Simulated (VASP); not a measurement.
# Cd in VASP: notebook

Cd is run at these levels: PBEsol; tasks: single point.

Program: VASP 6.6.1. These are calculated values, not measurements. Logs are shortened: lines on timing, memory, paths and dates and some standing lists are left out, and cuts for length are marked.

## Step 1: The cell of the first run

Symmetry: P6_3/mmc, No. 194, hexagonal system. The conventional cell has a = 3.037 Å, b = 3.037 Å, c = 5.728 Å, α = 90.00°, β = 90.00°, γ = 120.00°. Cd (site symmetry -6m2) has 12 Cd at 3.04 to 3.36 Å within 4.0 Å.

## Step 2: Single point, PBEsol

INCAR

```
PREC = Accurate
ENCUT = 520
EDIFF = 1E-7
ISMEAR = -1
SIGMA = 0.05
LREAL = False
LASPH = True
NELM = 80
ALGO = Normal
ISIF = 2
LWAVE = False
LCHARG = False
GGA = PS
NBANDS = 19
```

KPOINTS

```
regular mesh
0
Gamma
  10 10 5
```

POSCAR

```
Cd
1.0
    3.0372940483      0.0000000000      0.0000000000
   -1.5186470242      2.6303738046      0.0000000000
    0.0000000000      0.0000000000      5.7278279719
Cd
2
Direct
    0.6666666667      0.3333333333      0.7500000000
    0.3333333333      0.6666666667      0.2500000000
```

Potentials or basis: VASP PAW PBE potentials, release 64 (Cd).

Run with:

```sh
> cat potpaw_PBE.64/Cd/POTCAR > POTCAR
> mpirun -np 1 vasp_std > vasp.out
```

OUTCAR:

```text
PREC = Accurate
   ENCUT = 520
   EDIFF = 1E-7
   ISMEAR = -1
   LREAL = False
   LASPH = True
   NELM = 80
   ISIF = 2
   GGA = PS

 ion  position               nearest neighbor table
   1  0.667  0.333  0.750-   2 3.36   2 3.36   2 3.36   2 3.36   2 3.36   2 3.36
   2  0.333  0.667  0.250-   1 3.36   1 3.36   1 3.36   1 3.36   1 3.36   1 3.36

  LATTYP: Found a hexagonal cell.
 ALAT       =     3.0372940483
 C/A-ratio  =     1.8858325473

  Lattice vectors:

 A1 = (   3.0372940483,   0.0000000000,   0.0000000000)
 A2 = (  -1.5186470242,   2.6303738046,   0.0000000000)
 A3 = (   0.0000000000,   0.0000000000,   5.7278279719)

Analysis of symmetry for initial positions (statically):
=====================================================================
 Subroutine PRICEL returns:
 Original cell was already a primitive cell.

 Routine SETGRP: Setting up the symmetry group for a
 hexagonal supercell.

 Subroutine GETGRP returns: Found 24 space group operations
 (whereof 12 operations were pure point group operations)
 out of a pool of 24 trial point group operations.

The static configuration has the point symmetry D_3d.
 The point group associated with its full space group is D_6h.

Analysis of symmetry for dynamics (positions and initial velocities):
=====================================================================
 Subroutine PRICEL returns:
 Original cell was already a primitive cell.

 Routine SETGRP: Setting up the symmetry group for a
 hexagonal supercell.

 Subroutine GETGRP returns: Found 24 space group operations
 (whereof 12 operations were pure point group operations)
 out of a pool of 24 trial point group operations.

The dynamic configuration has the point symmetry D_3d.
 The point group associated with its full space group is D_6h.

 Subroutine INISYM returns: Found 24 space group operations
 (whereof 12 operations are pure point group operations),
 and found     1 'primitive' translations

----------------------------------------------------------------------------------------

                                     Primitive cell

  volume of cell :      45.7609

  direct lattice vectors                    reciprocal lattice vectors
     3.037294048  0.000000000  0.000000000     0.329240430  0.190087051  0.000000000
    -1.518647024  2.630373805  0.000000000     0.000000000  0.380174102  0.000000000
     0.000000000  0.000000000  5.727827972     0.000000000  0.000000000  0.174586249

  length of vectors
     3.037294048  3.037294048  5.727827972     0.380174102  0.380174102  0.174586249

  position of ions in fractional coordinates (direct lattice)
     0.666666667  0.333333333  0.750000000
     0.333333333  0.666666667  0.250000000

  ion indices of the primitive-cell ions
   primitive index   ion index
                 1           1
                 2           2

----------------------------------------------------------------------------------------

 KPOINTS: regular mesh

Automatic generation of k-mesh.
 Grid dimensions read from file:
 generate k-points for:   10   10    5

 Generating k-lattice:

  Cartesian coordinates                     Fractional coordinates (reciprocal lattice)
     0.032924043  0.019008705  0.000000000     0.100000000  0.000000000  0.000000000
     0.000000000  0.038017410  0.000000000     0.000000000  0.100000000  0.000000000
     0.000000000  0.000000000  0.034917250     0.000000000  0.000000000  0.200000000

  Length of vectors
     0.038017410  0.038017410  0.034917250

  Shift w.r.t. Gamma in fractional coordinates (k-lattice)
     0.000000000  0.000000000  0.000000000

 Subroutine IBZKPT returns following result:
 ===========================================

 Found     42 irreducible k-points:

 Following reciprocal coordinates:
            Coordinates               Weight
  0.000000  0.000000  0.000000      1.000000
  0.100000  0.000000  0.000000      6.000000
  0.200000  0.000000  0.000000      6.000000
  0.300000  0.000000  0.000000      6.000000
  0.400000 -0.000000  0.000000      6.000000
  0.500000  0.000000  0.000000      3.000000
[... 16 lines left out ...]
  0.300000  0.100000  0.200000     24.000000
  0.400000  0.100000  0.200000     24.000000
 [... further k-points ...]
   k-points           NKPTS =     42   k-points in BZ     NKDIM =     42   number of bands    NBANDS=     19
   number of dos      NEDOS =    301   number of ions     NIONS =      2
   total plane-waves  NPLWV =  27648
   dimension x,y,z NGX =    24 NGY =   24 NGZ =   48
   dimension x,y,z NGXF=    48 NGYF=   48 NGZF=   96
   ions per type =               2
   NGX,Y,Z   is equivalent  to a cutoff of  13.14, 13.14, 13.93 a.u.
   NGXF,Y,Z  is equivalent  to a cutoff of  26.27, 26.27, 27.86 a.u.
 SYSTEM =  unknown system
   PREC   = accura    normal or accurate (medium, high low for compatibility)
   ISTART =      0    job   : 0-new  1-cont  2-samecut
   ICHARG =      2    charge: 1-file 2-atom 10-const
   ISPIN  =      1    spin polarized calculation?
   LNONCOLLINEAR =      F non collinear calculations
   LSORBIT =      F    spin-orbit coupling
   LASPH  =      T    aspherical Exc in radial PAW
   ENCUT  =  520.0 eV  38.22 Ry    6.18 a.u.   5.65  5.65 10.65*2*pi/ulx,y,z
   NELM   =     80;   NELMIN=  2; NELMDL= -5     # of ELM steps
   EDIFF  = 0.1E-06   stopping-criterion for ELM
   LREAL  =      F    real-space projection
   EDIFFG = 0.1E-05   stopping-criterion for IOM
   NSW    =      0    number of steps for IOM
   IBRION =     -1    ionic relax: 0-MD 1-quasi-New 2-CG
   NFREE  =      0    steps in history (QN), initial steepest desc. (CG)
   ISIF   =      2    stress and relaxation
   ISYM   =      2    0-nonsym 1-usesym 2-fastsym
   POTIM  = 0.5000    time-step for ionic-motion
   TEBEG  =    0.0;   TEEND  =   0.0 temperature during run
   PSTRESS=    0.0 pullay stress
   NELECT =      24.0000    total number of electrons
   NUPDOWN=      -1.0000    fix difference up-down
   EMIN   =  10.00;   EMAX   =-10.00  energy-range for DOS
   EFERMI =   0.00;   METHOD = LEGACY
   ISMEAR =    -1;   SIGMA  =   0.05  broadening in eV -4-tet -1-fermi 0-gaus
   EFERMI_NEDOS =   21; number of points for ismear=-14 and -15
   IALGO  =     38    algorithm
   IMIX   =      4    mixing-type and parameters
     AMIX     =   0.40;   BMIX     =  1.00
     AMIX_MAG =   1.60;   BMIX_MAG =  1.00
  volume/ion in A,a.u.               =      22.88       154.40
  Fermi-wavevector in a.u.,A,eV,Ry     =   1.320223  2.494859 23.714786  1.742988
  Thomas-Fermi vector in A             =   2.450064
   LORBIT       =      0    0 simple, 1 ext, 2 COOP (PROOUT), +10 PAW based schemes
   GGA     = PS    functional components
   LHFCALC =     F    Hartree Fock is set to
   AEXX    =    0.0000 exact exchange contribution
   IVDW    =     0    specifies the selected vdW correction
   LEPSILON=     F    determine dielectric tensor
   LRPA    =     F    only Hartree local field effects (RPA)
 non-spin polarized calculation
  energy-cutoff  :      520.00
  volume of cell :       45.76
 maximum number of plane-waves:      1252
 NGX is ok and might be reduce to    24
   NGX = 11   NGY = 11   NGZ = 21

 number of electron      23.9999996 magnetization

 Free energy of the ion-electron system (eV)
  ---------------------------------------------------
  ext. energy  EPLUGINS =         0.00000000
  ---------------------------------------------------
  free energy    TOTEN  =        -2.36691282 eV

  energy without entropy =       -2.36487012  energy(sigma->0) =       -2.36589147

 E-fermi :   2.2755     XC(G=0): -10.9036

 val. band max:        2.0466515719   @ k =   0.3000   0.2000   0.2000
 cond. band min:       2.3230015353   @ k =   0.4000  -0.0000   0.0000
 fundamental gap:      0.2763499634
 Fermi energy:         2.2754843894

 k-point     1 :       0.0000    0.0000    0.0000
  band No.  band energies     occupation
      1      -7.2145      2.00000
      2      -6.9801      2.00000
      3      -6.6607      2.00000
      4      -6.6607      2.00000
      5      -6.6157      2.00000
      6      -6.6157      2.00000
[... 11 lines left out ...]
     18      16.6800      0.00000
     19      17.7717      0.00000

 k-point     2 :       0.1000    0.0000    0.0000
  band No.  band energies     occupation
      1      -7.1278      2.00000
      2      -6.9106      2.00000
      3      -6.6897      2.00000
      4      -6.6421      2.00000
      5      -6.5785      2.00000
      6      -6.5365      2.00000
[... 11 lines left out ...]
     18      16.6138      0.00000
     19      17.9511      0.00000

 k-point     3 :       0.2000    0.0000    0.0000
  band No.  band energies     occupation
      1      -7.0511      2.00000
      2      -6.8395      2.00000
      3      -6.7338      2.00000
      4      -6.5557      2.00000
      5      -6.4801      2.00000
      6      -6.3569      2.00000
[... 11 lines left out ...]
     18      15.1925      0.00000
     19      15.4286      0.00000

 k-point     4 :       0.3000    0.0000    0.0000
  band No.  band energies     occupation
      1      -7.1728      2.00000
      2      -6.9848      2.00000
      3      -6.7545      2.00000
      4      -6.5448      2.00000
      5      -6.4382      2.00000
      6      -6.3659      2.00000
[... 11 lines left out ...]
     18      14.9611      0.00000
     19      15.5688      0.00000

 k-point     5 :       0.4000   -0.0000    0.0000
  band No.  band energies     occupation
      1      -7.2999      2.00000
      2      -7.1168      2.00000
      3      -6.9539      2.00000
      4      -6.5576      2.00000
      5      -6.4228      2.00000
      6      -6.3995      2.00000
[... 11 lines left out ...]
     18      14.6912      0.00000
     19      15.0379      0.00000

 k-point     6 :       0.5000    0.0000    0.0000
  band No.  band energies     occupation
      1      -7.3498      2.00000
      2      -7.1671      2.00000
      3      -7.0247      2.00000
      4      -6.6016      2.00000
      5      -6.4438      2.00000
      6      -6.3458      2.00000
[... 11 lines left out ...]
     18      14.6031      0.00000
     19      14.6487      0.00000

 k-point     7 :       0.1000    0.1000    0.0000
  band No.  band energies     occupation
      1      -6.9975      2.00000
      2      -6.8489      2.00000
      3      -6.7056      2.00000
      4      -6.6867      2.00000
      5      -6.4239      2.00000
      6      -6.4005      2.00000
[... 11 lines left out ...]
     18      16.2821      0.00000
     19      16.6534      0.00000

 k-point     8 :       0.2000    0.1000    0.0000
  band No.  band energies     occupation
      1      -7.0112      2.00000
      2      -6.8297      2.00000
      3      -6.7020      2.00000
      4      -6.6281      2.00000
      5      -6.5165      2.00000
      6      -6.4606      2.00000
[... 256 lines left out ...]
 k-point    20 :       0.5000    0.0000    0.2000
  band No.  band energies     occupation
      1      -7.3280      2.00000
      2      -7.1951      2.00000
      3      -7.0274      2.00000
      4      -6.7246      2.00000
      5      -6.4040      2.00000
      6      -6.2494      2.00000
[... 11 lines left out ...]
     18      13.8991      0.00000
     19      14.6625      0.00000

 k-point    21 :       0.1000    0.1000    0.2000
  band No.  band energies     occupation
      1      -6.9777      2.00000
      2      -6.8436      2.00000
      3      -6.7341      2.00000
      4      -6.7013      2.00000
      5      -6.4616      2.00000
      6      -6.4141      2.00000
[... 11 lines left out ...]
     18      14.9131      0.00000
     19      17.6724      0.00000

 k-point    22 :       0.2000    0.1000    0.2000
  band No.  band energies     occupation
      1      -6.9942      2.00000
      2      -6.8456      2.00000
      3      -6.7451      2.00000
      4      -6.6348      2.00000
      5      -6.5459      2.00000
      6      -6.4141      2.00000
[... 11 lines left out ...]
     18      13.5240      0.00000
     19      15.4984      0.00000

 k-point    23 :       0.3000    0.1000    0.2000
  band No.  band energies     occupation
      1      -7.1332      2.00000
      2      -6.9959      2.00000
      3      -6.8701      2.00000
      4      -6.6594      2.00000
      5      -6.4427      2.00000
      6      -6.3451      2.00000
[... 11 lines left out ...]
     18      12.5321      0.00000
     19      14.4391      0.00000

 k-point    24 :       0.4000    0.1000    0.2000
  band No.  band energies     occupation
      1      -7.2228      2.00000
      2      -7.0952      2.00000
      3      -6.9747      2.00000
      4      -6.7056      2.00000
      5      -6.4574      2.00000
      6      -6.2517      2.00000
[... 11 lines left out ...]
     18      11.9827      0.00000
     19      15.2453      0.00000

 [... further k-points ...]
[... 5 lines left out ...]
  --------------------------------------------------------------------------------------
  -------------------------------------------------------------------------------------
  Total       -1.1591910     -1.1591910     -1.0458111      0.0000000     -0.0000000      0.0000000
  in kB      -40.5855382    -40.5855382    -36.6158858      0.0000000     -0.0000000      0.0000000
  external PRESSURE =     -39.2623207 kB  Pullay stress =       0.0000000 kB

 VOLUME and BASIS-vectors are now :
 -----------------------------------------------------------------------------
  energy-cutoff  :      520.00
  volume of cell :       45.76
      direct lattice vectors                 reciprocal lattice vectors
     3.037294048  0.000000000  0.000000000     0.329240430  0.190087051  0.000000000
    -1.518647024  2.630373805  0.000000000     0.000000000  0.380174102  0.000000000
     0.000000000  0.000000000  5.727827972     0.000000000  0.000000000  0.174586249

 POSITION                                       TOTAL-FORCE (eV/Angst)
 -----------------------------------------------------------------------------------
      1.51865      0.87679      4.29587         0.000000     -0.000000      0.000000
     -0.00000      1.75358      1.43196        -0.000000      0.000000      0.000000
 -----------------------------------------------------------------------------------
    total drift:                               -0.000000      0.000000      0.000000

  FREE ENERGIE OF THE ION-ELECTRON SYSTEM (eV)
  ---------------------------------------------------
  free  energy   TOTEN  =        -2.3669128183 eV

  energy  without entropy=       -2.3648701168  energy(sigma->0) =       -2.36589147
```

It took 20 s on 1 thread of Intel Xeon Platinum 8375C at 2.90GHz (Ice Lake), shared host; peak memory 0.17 GiB.

Results:

- Free energy: -2.3669 eV
- Pressure: -3.9 GPa
- Band gap on the k mesh: zero (band 12 reaches 3.34 eV, above the bottom of band 13 at -0.42 eV)

Caveat: the PAW data sets were made with another functional, which shifts forces and pressure a little.

## Step 3: Single point, PBEsol (atoms moved at random)

INCAR

```
PREC     = Accurate       # precision mode
ENCUT    = 520            # plane-wave cutoff, eV
EDIFF    = 1E-7           # SCF threshold, eV
ISMEAR   = -1             # smearing method
SIGMA    = 0.05           # smearing width, eV
LREAL    = False          # projectors in reciprocal space
LASPH    = True           # aspherical terms in the spheres
NELM     = 60             # most SCF steps
ALGO     = Fast           # electronic algorithm
ISIF     = 2              # what is computed and relaxed
LWAVE    = False          # write WAVECAR
LCHARG   = True           # write CHGCAR
GGA      = PS             # functional
LELF     = True           # ELF
LVHAR    = True         
NBANDS   = 19             # bands
```

KPOINTS

```
Automatic mesh
0
Gamma
  10 10 5
```

POSCAR

```
Cd
1.0
    2.9788700000      0.0000000000      0.0000000000
   -1.4894350000      2.5797770946      0.0000000000
    0.0000000000      0.0000000000      5.6176500000
Cd
2
Direct
    0.6558780000      0.3294790000      0.7612670000
    0.3121480000      0.6811190000      0.2579970000
```

Potentials or basis: VASP PAW PBE potentials, release 64 (Cd).

Run with:

```sh
> cat potpaw_PBE.64/Cd/POTCAR > POTCAR
> mpirun -np 1 vasp_std > vasp.out
```

It took 1.9 min on 1 thread of Intel Xeon Platinum 8375C at 2.90GHz (Ice Lake), shared host; peak memory 0.28 GiB.

It converged, with:

* Free energy: -2.4091 eV
* Pressure: -1.2 GPa
* Largest force: 0.034 eV/Å
* Band gap on the k mesh: zero (band 12 reaches 3.83 eV, above the bottom of band 13 at -0.25 eV)

Forces on the atoms (eV/Å):
```
Cd  -0.016  0.013 -0.027
Cd   0.016 -0.013  0.027
```

Stress tensor (GPa, compression positive):
```
-0.84 -0.09  0.01
-0.09 -0.98 -0.01
 0.01 -0.01 -1.72
```

Levels at points of the mesh, in eV from the Fermi level:
| k point | band 9 | band 10 | band 11 | band 12 | band 13 | band 14 | band 15 | band 16 |
| --- | --- | --- | --- | --- | --- | --- | --- | --- |
| (0.00, 0.00, 0.00) | -8.50 | -8.29 | -8.25 | -2.93 | -2.89 | 10.69 | 14.57 | 14.88 |
| (0.50, 0.00, 0.00) | -8.00 | -7.97 | -2.21 | -1.73 | 2.14 | 3.21 | 3.26 | 5.32 |
| (0.00, 0.50, 0.00) | -8.00 | -7.97 | -2.20 | -1.75 | 2.17 | 3.23 | 3.26 | 5.26 |
| (0.50, 0.50, 0.00) | -8.00 | -7.98 | -2.25 | -1.67 | 2.01 | 2.99 | 3.40 | 5.57 |

Caveat: the cell differs from its parent crystal (atoms moved at random); the PAW data sets were made with another functional, which shifts forces and pressure a little.
